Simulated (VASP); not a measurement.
# GeSb4Te7 (P-3m1) in VASP: further runs, part 2 of 2

VASP 6.6.1. Earlier steps stand in the parts before.

### 5 Single point, PBE

This run uses another cell than the first one, of 30.02 Å³/atom.

Input file INCAR:

```
SYSTEM = GeSb4Te7
ALGO     = Normal         ! electronic algorithm
EDIFF    = 1E-7           ! SCF threshold, eV
ENCUT    = 520            ! plane-wave cutoff, eV
GGA      = PE             ! functional
ISIF     = 2              ! what is computed and relaxed
ISMEAR   = 0              ! smearing method
LASPH    = .TRUE.         ! aspherical terms in the spheres
LCHARG   = .FALSE.        ! write CHGCAR
LREAL    = .FALSE.        ! projectors in reciprocal space
LWAVE    = .FALSE.        ! write WAVECAR
NBANDS   = 50             ! bands
NELM     = 60             ! most SCF steps
PREC     = Accurate       ! precision mode
SIGMA    = 0.02           ! smearing width, eV
```

Input file KPOINTS:

```
k-points
0
G
  9 9 2
  0 0 0
```

Input file POSCAR:

```
GeSb4Te7
1.0
    4.2375162238      0.0000000000      0.0000000000
   -2.1187581119      3.6697966988      0.0000000000
    0.0000000000      0.0000000000     23.1652854263
Ge Sb Te
1 4 7
Direct
    0.0000000000      0.0000000000      0.5000000000
    0.6666666667      0.3333333333      0.9152276853
    0.3333333333      0.6666666667      0.3430630008
    0.3333333333      0.6666666667      0.0847723147
    0.6666666667      0.3333333333      0.6569369992
    0.3333333333      0.6666666667      0.8408201758
    0.6666666667      0.3333333333      0.1591798242
    0.0000000000      0.0000000000      0.7311353286
    0.6666666667      0.3333333333      0.4286031182
    0.3333333333      0.6666666667      0.5713968818
    0.0000000000      0.0000000000      0.0000000000
    0.0000000000      0.0000000000      0.2688646714
```

Started as:

```bash
> cat potpaw_PBE.64/Ge_d/POTCAR potpaw_PBE.64/Sb/POTCAR potpaw_PBE.64/Te/POTCAR > POTCAR
> mpirun -np 1 vasp_std > vasp.out
```

It took 34 min on 1 thread of Intel Xeon 8259CL, shared host; peak memory 0.69 GiB.

Results (log left out):

| Property | Result |
| --- | --- |
| Free energy | -44.2448 eV |
| Pressure | 3.3 GPa |
| Largest force | 0.024 eV/Å |
| Band gap on the k mesh | zero (filled and empty bands touch) |

Forces on the atoms (eV/Å):
```
Ge   0.000  0.000  0.000
Sb   0.000  0.000  0.024
Sb   0.000  0.000  0.023
Sb   0.000  0.000 -0.024
Sb   0.000  0.000 -0.023
Te   0.000  0.000 -0.024
Te   0.000  0.000  0.024
Te   0.000  0.000  0.024
Te   0.000  0.000 -0.009
Te   0.000  0.000  0.009
Te   0.000  0.000  0.000
Te   0.000  0.000 -0.024
```

Levels at points of the mesh, in eV from the Fermi level:
| k point | band 35 | band 36 | band 37 | band 38 | band 39 | band 40 | band 41 | band 42 |
| --- | --- | --- | --- | --- | --- | --- | --- | --- |
| (0.00, 0.00, 0.00) | -1.42 | -1.37 | -0.46 | -0.21 | 0.16 | 0.16 | 0.19 | 0.19 |
| (0.00, 0.00, 0.50) | -1.45 | -1.19 | -0.54 | 0.00 | 0.00 | 0.02 | 0.04 | 0.47 |

Caveat: the cell stands under pressure; spin-orbit coupling is left out, which moves the levels of the heavy elements.

### 6 Relaxation of cell and atoms, PBE, target pressure 3.3 GPa, at which the enthalpy is minimised

This run uses another cell than the first one, of 30.03 Å³/atom.

Input file INCAR:

```
SYSTEM = GeSb4Te7
PREC = Accurate
ENCUT = 600
EDIFF = 1E-7
ISMEAR = 0
SIGMA = 0.1
LREAL = .False.
LASPH = .True.
NELM = 100
ALGO = Normal
ISIF = 3
LWAVE = .False.
LCHARG = .False.
GGA = PE
IBRION = 2
NSW = 80
EDIFFG = -0.05
PSTRESS = 33.0
```

Input file KPOINTS:

```
Automatic mesh
0
Gamma
  6 6 1
  0 0 0
```

Input file POSCAR:

```
GeSb4Te7
1.0
    4.2433937410      0.0000000000      0.0000000000
   -2.1216968705      3.6748867780      0.0000000000
    0.0000000000      0.0000000000     23.1125108678
Ge Sb Te
1 4 7
Direct
    0.0000000000      0.0000000000      0.5000000000
    0.6666666667      0.3333333333      0.9152333565
    0.3333333333      0.6666666667      0.3431842846
    0.3333333333      0.6666666667      0.0847666435
    0.6666666667      0.3333333333      0.6568157154
    0.3333333333      0.6666666667      0.8406961926
    0.6666666667      0.3333333333      0.1593038074
    0.0000000000      0.0000000000      0.7310714683
    0.6666666667      0.3333333333      0.4286417859
    0.3333333333      0.6666666667      0.5713582141
    0.0000000000      0.0000000000      0.0000000000
    0.0000000000      0.0000000000      0.2689285317
```

Potentials or basis: VASP PAW PBE potentials, release 64 (Ge_d, Sb, Te).

Started as:

```bash
> cat potpaw_PBE.64/Ge_d/POTCAR potpaw_PBE.64/Sb/POTCAR potpaw_PBE.64/Te/POTCAR > POTCAR
> mpirun -np 1 vasp_std > vasp.out
```

It took 13 min on 1 thread of Intel Xeon 8259CL, shared host; peak memory 0.62 GiB.

It converged, with:

```
Free energy                  : -44.3032 eV
Pressure after relaxing      : 3.2 GPa
Largest force after relaxing : 0.031 eV/Å
Band gap on the k mesh       : 0.37 eV
```

Forces in eV/Å, atoms in the order of the input:
```
Ge   0.000  0.000  0.000
Sb   0.000  0.000  0.028
Sb   0.000  0.000  0.029
Sb   0.000  0.000 -0.028
Sb   0.000  0.000 -0.029
Te   0.000  0.000 -0.029
Te   0.000  0.000  0.029
Te   0.000  0.000  0.031
Te   0.000  0.000 -0.022
Te   0.000  0.000  0.022
Te   0.000  0.000  0.000
Te   0.000  0.000 -0.031
```

Final structure:
```xyz
12
Lattice="4.2434 0.0000 0.0000 -2.1217 3.6749 0.0000 0.0000 0.0000 23.1125" Properties=species:S:1:pos:R:3 pbc="T T T"
Ge    0.0000    0.0000   11.5563
Sb    2.1217    1.2250   21.1533
Sb    0.0000    2.4499    7.9319
Sb    0.0000    2.4499    1.9592
Sb    2.1217    1.2250   15.1807
Te    0.0000    2.4499   19.4306
Te    2.1217    1.2250    3.6819
Te    0.0000    0.0000   16.8969
Te    2.1217    1.2250    9.9070
Te    0.0000    2.4499   13.2055
Te    0.0000    0.0000    0.0000
Te    0.0000    0.0000    6.2156
```

Levels at points of the mesh, in eV from the valence-band top:
| k point | band 36 | band 37 | band 38 | band 39 | band 40 | band 41 |
| --- | --- | --- | --- | --- | --- | --- |
| (0.00, 0.00, 0.00) | -1.15 | -0.24 | 0.00 | 0.37 | 0.37 | 0.41 |
| (0.50, 0.00, 0.00) | -1.54 | -0.95 | -0.92 | 0.87 | 0.89 | 0.91 |

Caveat: the relaxation stopped at its first step, so nothing moved; the cell is relaxed towards a set pressure, so the run minimises the enthalpy, not the energy; spin-orbit coupling is left out, which moves the levels of the heavy elements; an odd mesh through Γ misses points on the zone boundary, where band edges can lie; the relaxation stopped at a loose force limit of 0.05 eV/Å, so its end isn't a converged minimum.

### 7 Summary

| task | cell | k mesh | cutoff (eV) | smearing | gap on the mesh (eV) | pressure (GPa) | largest force (eV/Å) |
| --- | --- | --- | --- | --- | --- | --- | --- |
| single point | a = 4.289, b = 4.289, c = 24.638 Å, angles 90.0, 90.0, 120.0°, 12 atoms, atomic positions A | 6 × 6 × 1 | 520 | gaussian 0.1 eV | 0.58 | 0.7 | 0.14 |
| single point | a = 4.320, b = 4.320, c = 24.561 Å, angles 90.0, 90.0, 120.0°, 12 atoms, atomic positions B | 9 × 9 × 2 | 520 | gaussian 0.02 eV | 0.36 | 0.0 | 0.02 |
| single point | a = 4.243, b = 4.243, c = 23.113 Å, angles 90.0, 90.0, 120.0°, 12 atoms, atomic positions C | 6 × 6 × 1 | 520 | gaussian 0.1 eV | 0.37 | 3.2 | 0.03 |
| single point | a = 4.238, b = 4.238, c = 23.165 Å, angles 90.0, 90.0, 120.0°, 12 atoms, atomic positions C | 9 × 9 × 2 | 520 | gaussian 0.02 eV | none | 3.3 | 0.02 |
| relaxation of cell and atoms | relaxed to 3.3 GPa from a = 4.243, b = 4.243, c = 23.113 Å, angles 90.0, 90.0, 120.0°, 12 atoms, atomic positions C | 6 × 6 × 1 | 600 | gaussian 0.1 eV | 0.37 | 3.2 | 0.03 |

Alike in all rows: level PBE; potentials or basis VASP PAW PBE potentials, release 64 (Ge_d, Sb, Te); no spin polarisation.

Caveats: spin-orbit coupling is left out, which moves the levels of the heavy elements; an odd mesh through Γ misses points on the zone boundary, where band edges can lie (at least some runs); this functional lacks dispersion, which binds the layers, so the pressure and a relaxed spacing across them are unreliable (at least some runs); the cell stands under pressure (at least some runs); the relaxation stopped at its first step, so nothing moved (at least some runs); the cell is relaxed towards a set pressure, so the run minimises the enthalpy, not the energy (at least some runs); the relaxation stopped at a loose force limit of 0.05 eV/Å, so its end isn't a converged minimum (at least some runs).

Total energies depend on the potentials used, so only differences within one code and one set of settings carry meaning.
